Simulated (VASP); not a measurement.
# Sn (I4_1/amd) in VASP: relaxation of cell and atoms with LDA

Aim: the relaxation of cell and atoms of Sn with LDA.

All numbers are computed with VASP 6.6.1; they aren't measurements. Logs are shortened: lines on timing, memory, paths and dates and some standing lists are left out, and cuts for length are marked.

## 1. The cell of the first run

The structure is tetragonal, space group I4_1/amd (No. 141). Conventional cell: a = 5.333 Å, b = 5.333 Å, c = 2.874 Å, α = 90.00°, β = 90.00°, γ = 90.00°. Sn (site symmetry -4m2) has 10 Sn at 2.76 to 3.43 Å within 3.6 Å.

## 2. Relaxation of cell and atoms, LDA, target pressure 27 GPa, at which the enthalpy is minimised

File INCAR:

```
PREC     = Accurate       # precision mode
ENCUT    = 600            # plane-wave cutoff, eV
EDIFF    = 1E-6           # SCF threshold, eV
ISMEAR   = -1             # smearing method
SIGMA    = 0.1            # smearing width, eV
LREAL    = F              # projectors in reciprocal space
LASPH    = T              # aspherical terms in the spheres
NELM     = 60             # most SCF steps
ALGO     = Normal         # electronic algorithm
ISIF     = 3              # what is computed and relaxed
LWAVE    = F              # write WAVECAR
LCHARG   = F              # write CHGCAR
IBRION   = 2              # ionic algorithm
NSW      = 32             # ionic steps
EDIFFG   = -0.005         # ionic threshold
PSTRESS  = 270.0
```

File KPOINTS:

```
regular mesh
0
Gamma
  15 15 15
```

File POSCAR:

```
Sn
1.0
   -2.6664933079      2.6664933079      1.4369605688
    2.6664933079     -2.6664933079      1.4369605688
    2.6664933079      2.6664933079     -1.4369605688
Sn
2
Direct
   -0.3750000000     -0.1250000000     -0.2500000000
    0.3750000000      0.1250000000      0.2500000000
```

Potentials or basis: VASP PAW LDA potentials, release 64 (Sn_d).

Command:

```sh
$ cat potpaw_LDA.64/Sn_d/POTCAR > POTCAR
$ mpirun -np 1 vasp_std > vasp.out
```

OUTCAR:

```text
PREC = Accurate
   ENCUT = 600
   EDIFF = 1E-6
   ISMEAR = -1
   LREAL = F
   LASPH = T
   NELM = 60
   ISIF = 3
   IBRION = 2
   NSW = 32
   EDIFFG = -0.005
   PSTRESS = 270.0

 ion  position               nearest neighbor table
   1  0.625  0.875  0.750-   2 2.76   2 2.76   2 2.76   2 2.76   2 3.43   2 3.43   2 3.43   2 3.43

   2  0.375  0.125  0.250-   1 2.76   1 2.76   1 2.76   1 2.76   1 3.43   1 3.43   1 3.43   1 3.43

  LATTYP: Found a body centered tetragonal cell.
 ALAT       =     5.3329866158
 C/A-ratio  =     0.5388952466

  Lattice vectors:

 A1 = (  -2.6664933079,   2.6664933079,   1.4369605688)
 A2 = (   2.6664933079,  -2.6664933079,   1.4369605688)
 A3 = (   2.6664933079,   2.6664933079,  -1.4369605688)

Analysis of symmetry for initial positions (statically):
=====================================================================
 Subroutine PRICEL returns:
 Original cell was already a primitive cell.

 Routine SETGRP: Setting up the symmetry group for a
 body centered tetragonal supercell.

 Subroutine GETGRP returns: Found 16 space group operations
 (whereof  4 operations were pure point group operations)
 out of a pool of 16 trial point group operations.

The static configuration has the point symmetry C_2h.
 The point group associated with its full space group is D_4h.

Analysis of symmetry for dynamics (positions and initial velocities):
=====================================================================
 Subroutine PRICEL returns:
 Original cell was already a primitive cell.

 Routine SETGRP: Setting up the symmetry group for a
 body centered tetragonal supercell.

 Subroutine GETGRP returns: Found 16 space group operations
 (whereof  4 operations were pure point group operations)
 out of a pool of 16 trial point group operations.

The dynamic configuration has the point symmetry C_2h.
 The point group associated with its full space group is D_4h.

 Subroutine INISYM returns: Found 16 space group operations
 (whereof  4 operations are pure point group operations),
 and found     1 'primitive' translations

----------------------------------------------------------------------------------------

                                     Primitive cell

  volume of cell :      40.8682

  direct lattice vectors                    reciprocal lattice vectors
    -2.666493308  2.666493308  1.436960569     0.000000000  0.187512190  0.347956660
     2.666493308 -2.666493308  1.436960569     0.187512190  0.000000000  0.347956660
     2.666493308  2.666493308 -1.436960569     0.187512190  0.187512190  0.000000000

  length of vectors
     4.035496103  4.035496103  4.035496103     0.395265302  0.395265302  0.265182282

  position of ions in fractional coordinates (direct lattice)
     0.625000000  0.875000000  0.750000000
     0.375000000  0.125000000  0.250000000

  ion indices of the primitive-cell ions
   primitive index   ion index
                 1           1
                 2           2

----------------------------------------------------------------------------------------

 KPOINTS: regular mesh

Automatic generation of k-mesh.
 Grid dimensions read from file:
 generate k-points for:   15   15   15

 Generating k-lattice:

  Cartesian coordinates                     Fractional coordinates (reciprocal lattice)
     0.000000000  0.012500813  0.023197111     0.066666667 -0.000000000  0.000000000
     0.012500813  0.000000000  0.023197111    -0.000000000  0.066666667  0.000000000
     0.012500813  0.012500813  0.000000000     0.000000000  0.000000000  0.066666667

  Length of vectors
     0.026351020  0.026351020  0.017678819

  Shift w.r.t. Gamma in fractional coordinates (k-lattice)
     0.000000000  0.000000000  0.000000000

 Subroutine IBZKPT returns following result:
 ===========================================

 Found    288 irreducible k-points:

 Following reciprocal coordinates:
            Coordinates               Weight
  0.000000  0.000000  0.000000      1.000000
  0.066667  0.000000  0.000000      8.000000
  0.133333  0.000000  0.000000      8.000000
  0.200000 -0.000000  0.000000      8.000000
  0.266667  0.000000  0.000000      8.000000
  0.333333 -0.000000  0.000000      8.000000
[... 16 lines left out ...]
  0.133333  0.133333  0.000000      8.000000
  0.200000  0.133333  0.000000     16.000000
 [... further k-points ...]
   k-points           NKPTS =    288   k-points in BZ     NKDIM =    288   number of bands    NBANDS=     18
   number of dos      NEDOS =    301   number of ions     NIONS =      2
   total plane-waves  NPLWV =  32768
   dimension x,y,z NGX =    32 NGY =   32 NGZ =   32
   dimension x,y,z NGXF=    64 NGYF=   64 NGZF=   64
   ions per type =               2
   NGX,Y,Z   is equivalent  to a cutoff of  13.18, 13.18, 13.18 a.u.
   NGXF,Y,Z  is equivalent  to a cutoff of  26.37, 26.37, 26.37 a.u.
 SYSTEM =  unknown system
   PREC   = accura    normal or accurate (medium, high low for compatibility)
   ISTART =      0    job   : 0-new  1-cont  2-samecut
   ICHARG =      2    charge: 1-file 2-atom 10-const
   ISPIN  =      1    spin polarized calculation?
   LNONCOLLINEAR =      F non collinear calculations
   LSORBIT =      F    spin-orbit coupling
   LASPH  =      T    aspherical Exc in radial PAW
   ENCUT  =  600.0 eV  44.10 Ry    6.64 a.u.   8.06  8.06  8.06*2*pi/ulx,y,z
   NELM   =     60;   NELMIN=  2; NELMDL= -5     # of ELM steps
   EDIFF  = 0.1E-05   stopping-criterion for ELM
   LREAL  =      F    real-space projection
   EDIFFG = -.5E-02   stopping-criterion for IOM
   NSW    =     32    number of steps for IOM
   IBRION =      2    ionic relax: 0-MD 1-quasi-New 2-CG
   NFREE  =      1    steps in history (QN), initial steepest desc. (CG)
   ISIF   =      3    stress and relaxation
   ISYM   =      2    0-nonsym 1-usesym 2-fastsym
   POTIM  = 0.5000    time-step for ionic-motion
   TEBEG  =    0.0;   TEEND  =   0.0 temperature during run
   PSTRESS=  270.0 pullay stress
   NELECT =      28.0000    total number of electrons
   NUPDOWN=      -1.0000    fix difference up-down
   EMIN   =  10.00;   EMAX   =-10.00  energy-range for DOS
   EFERMI =   0.00;   METHOD = LEGACY
   ISMEAR =    -1;   SIGMA  =   0.10  broadening in eV -4-tet -1-fermi 0-gaus
   EFERMI_NEDOS =   21; number of points for ismear=-14 and -15
   IALGO  =     38    algorithm
   IMIX   =      4    mixing-type and parameters
     AMIX     =   0.40;   BMIX     =  1.00
     AMIX_MAG =   1.60;   BMIX_MAG =  1.00
  volume/ion in A,a.u.               =      20.43       137.90
  Fermi-wavevector in a.u.,A,eV,Ry     =   1.443219  2.727288 28.339316  2.082881
  Thomas-Fermi vector in A             =   2.561651
   LORBIT       =      0    0 simple, 1 ext, 2 COOP (PROOUT), +10 PAW based schemes
   GGA     = CA    functional components
   LHFCALC =     F    Hartree Fock is set to
   AEXX    =    0.0000 exact exchange contribution
   IVDW    =     0    specifies the selected vdW correction
   LEPSILON=     F    determine dielectric tensor
   LRPA    =     F    only Hartree local field effects (RPA)
 conjugate gradient relaxation of ions
 non-spin polarized calculation
  energy-cutoff  :      600.00
  volume of cell :       40.87
 maximum number of plane-waves:      1386
   NGX = 17   NGY = 17   NGZ = 17

--------------------------------------- Ionic step        1  -------------------------------------------

 number of electron      28.0000002 magnetization

 Free energy of the ion-electron system (eV)
  ---------------------------------------------------
  ext. energy  EPLUGINS =         0.00000000
  ---------------------------------------------------
  free energy    TOTEN  =        -8.21981032 eV

  energy without entropy =       -8.19696868  energy(sigma->0) =       -8.20838950

------------------------ aborting loop because EDIFF is reached ----------------------------------------

  FORCE on cell =-STRESS in cart. coord.  units (eV):
  Direction    XX          YY          ZZ          XY          YZ          ZX
  --------------------------------------------------------------------------------------
  -------------------------------------------------------------------------------------
  Total        6.9555207      6.9555207      6.9699969      0.0000000      0.0000000     -0.0000000
  in kB      272.6806944    272.6806944    273.2482129      0.0000000      0.0000000     -0.0000000
  external PRESSURE =       2.8698672 kB  Pullay stress =     270.0000000 kB

 VOLUME and BASIS-vectors are now :
 -----------------------------------------------------------------------------
  energy-cutoff  :      600.00
  volume of cell :       40.87
      direct lattice vectors                 reciprocal lattice vectors
    -2.666493308  2.666493308  1.436960569     0.000000000  0.187512190  0.347956660
     2.666493308 -2.666493308  1.436960569     0.187512190  0.000000000  0.347956660
     2.666493308  2.666493308 -1.436960569     0.187512190  0.187512190  0.000000000
[... 46 lines left out ...]
  FREE ENERGIE OF THE ION-ELECTRON SYSTEM (eV)
  ---------------------------------------------------
  free  energy   TOTEN  =        -8.2560902856 eV

  energy  without entropy=       -8.2331466718  energy(sigma->0) =       -8.24461848

  enthalpy is  TOTEN    =        -1.3324007075 eV   P V=        6.9236895781

--------------------------------------- Ionic step        3  -------------------------------------------

 number of electron      28.0000003 magnetization

 Free energy of the ion-electron system (eV)
  ---------------------------------------------------
  ext. energy  EPLUGINS =         0.00000000
  ---------------------------------------------------
  free energy    TOTEN  =        -8.23034305 eV

  energy without entropy =       -8.20747253  energy(sigma->0) =       -8.21890779

 E-fermi :  11.8000     XC(G=0): -11.9468

 val. band max:       11.7932632434   @ k =   0.3333   0.3333   0.0000
 cond. band min:      11.8127648280   @ k =   0.1333   0.1333   0.0000
 fundamental gap:      0.0195015846
 Fermi energy:        11.8000129742

 k-point     1 :       0.0000    0.0000    0.0000
  band No.  band energies     occupation
      1     -10.4857      2.00000
      2     -10.3075      2.00000
      3     -10.2542      2.00000
      4     -10.2201      2.00000
      5      -9.8222      2.00000
      6      -9.8222      2.00000
[... 10 lines left out ...]
     17      19.2195      0.00000
     18      20.8947      0.00000
[... 463 lines left out ...]
 k-point    24 :       0.2000    0.1333    0.0000
  band No.  band energies     occupation
      1     -10.3929      2.00000
      2     -10.1340      2.00000
      3     -10.1145      2.00000
      4     -10.0072      2.00000
      5      -9.9797      2.00000
      6      -9.9372      2.00000
[... 10 lines left out ...]
     17      15.6900      0.00000
     18      16.1424      0.00000

 [... further k-points ...]

------------------------ aborting loop because EDIFF is reached ----------------------------------------

  FORCE on cell =-STRESS in cart. coord.  units (eV):
  Direction    XX          YY          ZZ          XY          YZ          ZX
  --------------------------------------------------------------------------------------
  -------------------------------------------------------------------------------------
  Total        6.8922547      6.8922547      6.8969532     -0.0000000      0.0000000      0.0000000
  in kB      269.7898792    269.7898792    269.9737973     -0.0000000      0.0000000      0.0000000
  external PRESSURE =      -0.1488148 kB  Pullay stress =     270.0000000 kB

 VOLUME and BASIS-vectors are now :
 -----------------------------------------------------------------------------
  energy-cutoff  :      600.00
  volume of cell :       40.93
      direct lattice vectors                 reciprocal lattice vectors
    -2.667756133  2.667756133  1.437785171     0.000000000  0.187423428  0.347757099
     2.667756133 -2.667756133  1.437785171     0.187423428  0.000000000  0.347757099
     2.667756133  2.667756133 -1.437785171     0.187423428  0.187423428  0.000000000

 POSITION                                       TOTAL-FORCE (eV/Angst)
 -----------------------------------------------------------------------------------
      2.66776      1.33388      1.07834        -0.000000      0.000000      0.000000
     -0.00000      1.33388      0.35945         0.000000     -0.000000     -0.000000
 -----------------------------------------------------------------------------------
    total drift:                                0.000000     -0.000000      0.000000

  FREE ENERGIE OF THE ION-ELECTRON SYSTEM (eV)
  ---------------------------------------------------
  free  energy   TOTEN  =        -8.2303430550 eV

  energy  without entropy=       -8.2074725340  energy(sigma->0) =       -8.21890779

  enthalpy is  TOTEN    =        -1.3327204751 eV   P V=        6.8976225799

 reached required accuracy - stopping structural energy minimisation
```

Wall time 2 min (1 thread of Intel Xeon 6975P-C (Granite Rapids), shared host); peak memory 0.32 GiB.

What came out:

```
Free energy                                                : -8.2303 eV
Relaxed volume                                             : 20.47 Å³/atom
Relaxed cell                                               : a = 4.037 Å, b = 4.037 Å, c = 4.037 Å, α = 97.29°, β = 97.29°, γ = 138.28°
Space group after relaxing (to 0.1 Å)                      : I4_1/amd (No. 141)
Energy change on relaxing (the run minimises the enthalpy) : -5.3 meV/atom
Ionic steps                                                : 3
Pressure after relaxing                                    : 27.0 GPa
Band gap on the k mesh                                     : zero (bands 14 and 15 overlap by 5.74 eV)
```

Step by step:
```tsv
step	energy change (eV)	largest force (eV/Å)	pressure (GPa)	volume (Å³)
1	0.0000	0.0000	27.29	40.87
2	-0.0363	0.0000	26.35	41.09
3	-0.0105	0.0000	26.99	40.93
```

Final structure:
```cif
data_structure
_symmetry_space_group_name_H-M 'P 1'
_symmetry_Int_Tables_number 1
_cell_length_a 4.0375
_cell_length_b 4.0375
_cell_length_c 4.0375
_cell_angle_alpha 97.286
_cell_angle_beta 97.286
_cell_angle_gamma 138.277
_cell_volume 40.93
loop_
_atom_site_label
_atom_site_type_symbol
_atom_site_fract_x
_atom_site_fract_y
_atom_site_fract_z
_atom_site_occupancy
Sn1 Sn 0.62500 0.87500 0.75000 1
Sn2 Sn 0.37500 0.12500 0.25000 1
```

Levels at points of the mesh, in eV from the Fermi level:
```
           k point  band 11  band 12  band 13  band 14  band 15  band 16  band 17  band 18
(0.00, 0.00, 0.00)   -13.66    -2.98    -2.96    -2.96     2.53     7.42     7.42     9.09
```

Caveat: the cell is relaxed towards a set pressure, so the run minimises the enthalpy, not the energy; spin-orbit coupling is left out, which moves the levels of the heavy elements.
